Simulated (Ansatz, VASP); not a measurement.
**One calculation of BN, two programs**

```
CELL_PARAMETERS angstrom
0.00000 1.80482 1.80482
1.80482 0.00000 1.80482
1.80482 1.80482 0.00000
ATOMIC_POSITIONS crystal
B 0.00000 0.00000 0.00000
N 0.25000 0.25000 0.25000
```

Alike in both runs: task single point; functional PBEsol; k mesh 8 × 8 × 8; no spin polarisation.

|  | VASP | Ansatz |
| --- | --- | --- |
| version | VASP 6.6.1 | Ansatz 0.2.0 |
| potentials or method | VASP PAW PBE potentials, release 64 (B, N) | plane waves |
| plane-wave cutoff (eV) | 520 | 420 |
| occupations | gaussian, width 0.01 eV | fixed |
| valence electrons in the cell | 8 | 8 |

|  | VASP | Ansatz | Ansatz less VASP |
| --- | --- | --- | --- |
| gap on the k mesh at the Fermi level (eV) | 4.28 | 4.29 | +0.013 |
| pressure (GPa) | -0.6 | -1.3 | -0.62 |

VASP's potentials were made for PBE, not for PBEsol.
